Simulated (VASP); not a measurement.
# MgO (Fm-3m) in VASP: further runs

MgO is run at these levels: PBE; tasks: single point.

All numbers are computed with VASP 6.6.1; they aren't measurements. Logs are shortened: lines on timing, memory, paths and dates and some standing lists are left out, and cuts for length are marked.

**Experimental background.**

From “Electronic structure of alkaline earth and post-transition metal oxides”, 2009, arxiv:0908.1581, for a bulk crystal of MgO: band gap 7.83 eV.

The runs below are set against these values where they give the same quantity.

## 1. The cell of the first run

The structure is cubic, space group Fm-3m (No. 225). The conventional cell has a = 4.226 Å, b = 4.226 Å, c = 4.226 Å, α = 90.00°, β = 90.00°, γ = 90.00°. Within 2.8 Å of Mg (site symmetry m-3m) lie 6 O at 2.11 Å. O (site symmetry m-3m) has 6 Mg at 2.11 Å within 2.8 Å.

## 2. Single point, PBE

Contents of INCAR:

```
PREC     = Accurate       # precision mode
ENCUT    = 600            # plane-wave cutoff, eV
EDIFF    = 1E-6           # SCF threshold, eV
ISMEAR   = 0              # smearing method
SIGMA    = 0.02           # smearing width, eV
LREAL    = False          # projectors in reciprocal space
LASPH    = True           # aspherical terms in the spheres
NELM     = 120            # most SCF steps
ALGO     = Normal         # electronic algorithm
ISIF     = 2              # what is computed and relaxed
LWAVE    = False          # write WAVECAR
LCHARG   = False          # write CHGCAR
GGA      = PE             # functional
NBANDS   = 11             # bands
GGA_COMPAT= False
```

Contents of KPOINTS:

```
Automatic mesh
0
Gamma
  9 9 9
```

Contents of POSCAR:

```
MgO
1.0
    0.0000000000      2.1130000000      2.1130000000
    2.1130000000      0.0000000000      2.1130000000
    2.1130000000      2.1130000000      0.0000000000
Mg O
1 1
Direct
    0.0000000000      0.0000000000      0.0000000000
    0.5000000000      0.5000000000      0.5000000000
```

Potentials or basis: VASP PAW PBE potentials, release 64 (Mg, O).

On the command line:

```bash
$ cat potpaw_PBE.64/Mg/POTCAR potpaw_PBE.64/O/POTCAR > POTCAR
$ mpirun -np 1 vasp_std > vasp.out
```

OUTCAR:

```text
PREC = Accurate
   ENCUT = 600
   EDIFF = 1E-6
   ISMEAR = 0
   LREAL = False
   LASPH = True
   NELM = 120
   ISIF = 2
   GGA = PE

 ion  position               nearest neighbor table
   1  0.000  0.000  0.000-   2 2.11   2 2.11   2 2.11   2 2.11   2 2.11   2 2.11
   2  0.500  0.500  0.500-   1 2.11   1 2.11   1 2.11   1 2.11   1 2.11   1 2.11

  LATTYP: Found a face centered cubic cell.
 ALAT       =     4.2260000000

  Lattice vectors:

 A1 = (   0.0000000000,   2.1130000000,   2.1130000000)
 A2 = (   2.1130000000,   0.0000000000,   2.1130000000)
 A3 = (   2.1130000000,   2.1130000000,   0.0000000000)

Analysis of symmetry for initial positions (statically):
=====================================================================
 Subroutine PRICEL returns:
 Original cell was already a primitive cell.

 Routine SETGRP: Setting up the symmetry group for a
 face centered cubic supercell.

 Subroutine GETGRP returns: Found 48 space group operations
 (whereof 48 operations were pure point group operations)
 out of a pool of 48 trial point group operations.

The static configuration has the point symmetry O_h .

Analysis of symmetry for dynamics (positions and initial velocities):
=====================================================================
 Subroutine PRICEL returns:
 Original cell was already a primitive cell.

 Routine SETGRP: Setting up the symmetry group for a
 face centered cubic supercell.

 Subroutine GETGRP returns: Found 48 space group operations
 (whereof 48 operations were pure point group operations)
 out of a pool of 48 trial point group operations.

The dynamic configuration has the point symmetry O_h .

 Subroutine INISYM returns: Found 48 space group operations
 (whereof 48 operations are pure point group operations),
 and found     1 'primitive' translations

----------------------------------------------------------------------------------------

                                     Primitive cell

  volume of cell :      18.8681

  direct lattice vectors                    reciprocal lattice vectors
     0.000000000  2.113000000  2.113000000    -0.236630383  0.236630383  0.236630383
     2.113000000  0.000000000  2.113000000     0.236630383 -0.236630383  0.236630383
     2.113000000  2.113000000  0.000000000     0.236630383  0.236630383 -0.236630383

  length of vectors
     2.988233257  2.988233257  2.988233257     0.409855847  0.409855847  0.409855847

  position of ions in fractional coordinates (direct lattice)
     0.000000000  0.000000000  0.000000000
     0.500000000  0.500000000  0.500000000

  ion indices of the primitive-cell ions
   primitive index   ion index
                 1           1
                 2           2

[... 84 lines left out ...]
   EMIN   =  10.00;   EMAX   =-10.00  energy-range for DOS
   EFERMI =   0.00;   METHOD = LEGACY
   ISMEAR =     0;   SIGMA  =   0.02  broadening in eV -4-tet -1-fermi 0-gaus
   EFERMI_NEDOS =   21; number of points for ismear=-14 and -15
   IALGO  =     38    algorithm
   IMIX   =      4    mixing-type and parameters
     AMIX     =   0.40;   BMIX     =  1.00
     AMIX_MAG =   1.60;   BMIX_MAG =  1.00
  volume/ion in A,a.u.               =       9.43        63.66
  Fermi-wavevector in a.u.,A,eV,Ry     =   1.229878  2.324132 20.580168  1.512600
  Thomas-Fermi vector in A             =   2.364748
   LORBIT       =      0    0 simple, 1 ext, 2 COOP (PROOUT), +10 PAW based schemes
   GGA     = PE    functional components
   LHFCALC =     F    Hartree Fock is set to
   AEXX    =    0.0000 exact exchange contribution
   IVDW    =     0    specifies the selected vdW correction
   LEPSILON=     F    determine dielectric tensor
   LRPA    =     F    only Hartree local field effects (RPA)
 non-spin polarized calculation
 Gauss-broadening in eV      SIGMA  =   0.02
  energy-cutoff  :      600.00
  volume of cell :       18.87
 maximum number of plane-waves:       638
   NGX = 11   NGY = 11   NGZ = 11

 number of electron       8.0000005 magnetization

 Free energy of the ion-electron system (eV)
  ---------------------------------------------------
  ext. energy  EPLUGINS =         0.00000000
  ---------------------------------------------------
  free energy    TOTEN  =       -11.91266435 eV

  energy without entropy =      -11.91266435  energy(sigma->0) =      -11.91266435

 E-fermi :   3.2345     XC(G=0): -11.0314

 val. band max:        3.1110856866   @ k =   0.0000   0.0000   0.0000
 cond. band min:       7.7428558757   @ k =   0.0000   0.0000   0.0000
 fundamental gap:      4.6317701891
 Fermi energy:         3.2344872873

 k-point     1 :       0.0000    0.0000    0.0000
  band No.  band energies     occupation
      1     -14.1010      2.00000
      2       3.1111      2.00000
      3       3.1111      2.00000
      4       3.1111      2.00000
      5       7.7429      0.00000
      6      18.8570      0.00000
      7      18.8570      0.00000
      8      18.8570      0.00000
      9      22.7465      0.00000
     10      24.5105      0.00000
     11      24.5105      0.00000
[... 309 lines left out ...]
 k-point    24 :       0.4444    0.4444    0.0000
  band No.  band energies     occupation
      1     -12.6356      2.00000
      2      -0.8622      2.00000
      3       1.8107      2.00000
      4       1.8107      2.00000
      5      12.3222      0.00000
      6      12.9535      0.00000
      7      16.1182      0.00000
      8      21.8439      0.00000
      9      21.8439      0.00000
     10      28.4575      0.00000
     11      29.4786      0.00000

 [... further k-points ...]

------------------------ aborting loop because EDIFF is reached ----------------------------------------

  FORCE on cell =-STRESS in cart. coord.  units (eV):
  Direction    XX          YY          ZZ          XY          YZ          ZX
  --------------------------------------------------------------------------------------
  -------------------------------------------------------------------------------------
  Total        0.2433006      0.2433006      0.2433006      0.0000000     -0.0000000      0.0000000
  in kB       20.6597570     20.6597570     20.6597570      0.0000000     -0.0000000      0.0000000
  external PRESSURE =      20.6597570 kB  Pullay stress =       0.0000000 kB

 VOLUME and BASIS-vectors are now :
 -----------------------------------------------------------------------------
  energy-cutoff  :      600.00
  volume of cell :       18.87
      direct lattice vectors                 reciprocal lattice vectors
     0.000000000  2.113000000  2.113000000    -0.236630383  0.236630383  0.236630383
     2.113000000  0.000000000  2.113000000     0.236630383 -0.236630383  0.236630383
     2.113000000  2.113000000  0.000000000     0.236630383  0.236630383 -0.236630383

 POSITION                                       TOTAL-FORCE (eV/Angst)
 -----------------------------------------------------------------------------------
      0.00000      0.00000      0.00000         0.000000      0.000000     -0.000000
      2.11300      2.11300      2.11300        -0.000000     -0.000000      0.000000
 -----------------------------------------------------------------------------------
    total drift:                               -0.000000     -0.000000      0.000000

  FREE ENERGIE OF THE ION-ELECTRON SYSTEM (eV)
  ---------------------------------------------------
  free  energy   TOTEN  =       -11.9126643522 eV

  energy  without entropy=      -11.9126643522  energy(sigma->0) =      -11.91266435
```

OSZICAR:

```text
N       E                     dE             d eps       ncg     rms          rms(c)
DAV:   1     0.170853531474E+02    0.17085E+02   -0.48903E+03   850   0.722E+02
DAV:   2    -0.127255821837E+02   -0.29811E+02   -0.28984E+02   895   0.145E+02
DAV:   3    -0.134675112892E+02   -0.74193E+00   -0.74123E+00   947   0.197E+01
DAV:   4    -0.134694540625E+02   -0.19428E-02   -0.19427E-02   839   0.110E+00
DAV:   5    -0.134694603843E+02   -0.63218E-05   -0.63218E-05   899   0.620E-02    0.720E+00
DAV:   6    -0.119311821377E+02    0.15383E+01   -0.88418E+00   800   0.164E+01    0.225E+00
DAV:   7    -0.119185946986E+02    0.12587E-01   -0.55378E-02   848   0.214E+00    0.135E+00
DAV:   8    -0.119130401589E+02    0.55545E-02   -0.28666E-02   815   0.191E+00    0.239E-01
DAV:   9    -0.119126774337E+02    0.36273E-03   -0.52131E-04   884   0.163E-01    0.137E-01
DAV:  10    -0.119126625889E+02    0.14845E-04   -0.48384E-04   836   0.168E-01    0.805E-03
DAV:  11    -0.119126644209E+02   -0.18320E-05   -0.26298E-06   902   0.135E-02    0.571E-03
DAV:  12    -0.119126643522E+02    0.68687E-07   -0.61188E-07   460   0.625E-03
   1 F= -.11912664E+02 E0= -.11912664E+02  d E =-.135909E-20
```

stdout:

```text
POSCAR found type information on POSCAR MgO
 POSCAR found :  2 types and       2 ions
 scaLAPACK will be used
 LDA part: xc-table for (Slater+PW92), standard interpolation
 POSCAR, INCAR and KPOINTS ok, starting setup
 FFT: planning ... GRIDC
 FFT: planning ... GRID_SOFT
 FFT: planning ... GRID
 WAVECAR not read
 entering main loop
```

Run time: 7.5 s. Hardware: 1 thread of Intel Xeon 6975P-C, shared host; peak memory 0.14 GiB.

Results:

```
Free energy            : -11.9127 eV
Pressure               : 2.1 GPa
Band gap on the k mesh : 4.63 eV, direct
```

Levels at points of the mesh, in eV from the valence-band top:
| k point | band 1 | band 2 | band 3 | band 4 | band 5 | band 6 | band 7 | band 8 |
| --- | --- | --- | --- | --- | --- | --- | --- | --- |
| (0.00, 0.00, 0.00) | -17.21 | 0.00 | 0.00 | 0.00 | 4.63 | 15.75 | 15.75 | 15.75 |

## 3. Single point, PBE

Contents of INCAR:

```
SYSTEM = MgO
PREC = Accurate
ENCUT = 600
EDIFF = 1E-6
ISMEAR = 0
SIGMA = 0.02
LREAL = .FALSE.
LASPH = .TRUE.
NELM = 120
ALGO = Normal
ISIF = 2
LWAVE = .FALSE.
LCHARG = .FALSE.
GGA = PE
NBANDS = 11
GGA_COMPAT = .FALSE.
```

Contents of KPOINTS:

```
regular mesh
0
G
  9 9 9
  0 0 0
```

POSCAR is that of step 2.

Potentials or basis: VASP PAW PBE potentials, release 64 (Mg, O).

On the command line:

```bash
$ cat potpaw_PBE.64/Mg/POTCAR potpaw_PBE.64/O/POTCAR > POTCAR
$ mpirun -np 1 vasp_std > vasp.out
```

It took 5.9 s on 1 thread of Intel Xeon 6975P-C, shared host; peak memory 0.14 GiB.

It converged, with:

* Free energy: -11.9127 eV
* Pressure: 2.1 GPa
* Band gap on the k mesh: 4.63 eV, direct

Levels at points of the mesh, in eV from the valence-band top:
```
           k point  band 1  band 2  band 3  band 4  band 5  band 6  band 7  band 8  band 9
(0.00, 0.00, 0.00)  -17.21    0.00    0.00    0.00    4.63   15.75   15.75   15.75   19.64
```

## 4. Single point, PBE

Contents of INCAR:

```
ALGO     = Normal         # electronic algorithm
EDIFF    = 1E-6           # SCF threshold, eV
ENCUT    = 600            # plane-wave cutoff, eV
GGA      = PE             # functional
GGA_COMPAT= F            
ISIF     = 2              # what is computed and relaxed
ISMEAR   = 1              # smearing method
LASPH    = T              # aspherical terms in the spheres
LCHARG   = F              # write CHGCAR
LREAL    = F              # projectors in reciprocal space
LWAVE    = F              # write WAVECAR
NBANDS   = 11             # bands
NELM     = 120            # most SCF steps
PREC     = Accurate       # precision mode
SIGMA    = 0.05           # smearing width, eV
```

Contents of KPOINTS:

```
k-points
0
Gamma
  9 9 9
```

POSCAR is that of step 3.

On the command line:

```bash
$ cat potpaw_PBE.64/Mg/POTCAR potpaw_PBE.64/O/POTCAR > POTCAR
$ mpirun -np 1 vasp_std > vasp.out
```

Wall time 5.3 s (1 thread of Intel Xeon 6975P-C, shared host); peak memory 0.14 GiB.

It converged, with:

```
Free energy            : -11.9127 eV
Pressure               : 2.1 GPa
Band gap on the k mesh : 4.63 eV, direct
```

Levels at points of the mesh, in eV from the valence-band top:
| k point | band 1 | band 2 | band 3 | band 4 | band 5 | band 6 | band 7 | band 8 |
| --- | --- | --- | --- | --- | --- | --- | --- | --- |
| (0.00, 0.00, 0.00) | -17.21 | 0.00 | 0.00 | 0.00 | 4.63 | 15.75 | 15.75 | 15.75 |

## 5. Single point, PBE

Contents of INCAR:

```
SYSTEM = MgO
PREC     = Accurate       ! precision mode
ENCUT    = 600            ! plane-wave cutoff, eV
EDIFF    = 1E-6           ! SCF threshold, eV
ISMEAR   = -1             ! smearing method
SIGMA    = 5E-4           ! smearing width, eV
LREAL    = .False.        ! projectors in reciprocal space
LASPH    = .True.         ! aspherical terms in the spheres
NELM     = 120            ! most SCF steps
ALGO     = Normal         ! electronic algorithm
ISIF     = 2              ! what is computed and relaxed
LWAVE    = .False.        ! write WAVECAR
LCHARG   = .False.        ! write CHGCAR
GGA      = PE             ! functional
NBANDS   = 11             ! bands
GGA_COMPAT= .False.
```

Contents of KPOINTS:

```
regular mesh
0
Gamma
  9 9 9
  0 0 0
```

POSCAR is that of step 4.

On the command line:

```bash
$ cat potpaw_PBE.64/Mg/POTCAR potpaw_PBE.64/O/POTCAR > POTCAR
$ mpirun -np 1 vasp_std > vasp.out
```

Run time: 5.5 s. Hardware: 1 thread of Intel Xeon 6975P-C, shared host; peak memory 0.14 GiB.

The run converged. Its results:

- Free energy: -11.9127 eV
- Pressure: 2.1 GPa
- Band gap on the k mesh: 4.63 eV, direct

Levels at points of the mesh, in eV from the valence-band top:
```
           k point  band 2  band 3  band 4  band 5  band 6  band 7
(0.00, 0.00, 0.00)    0.00    0.00    0.00    4.63   15.75   15.75
```

[end of part 1 of 2]
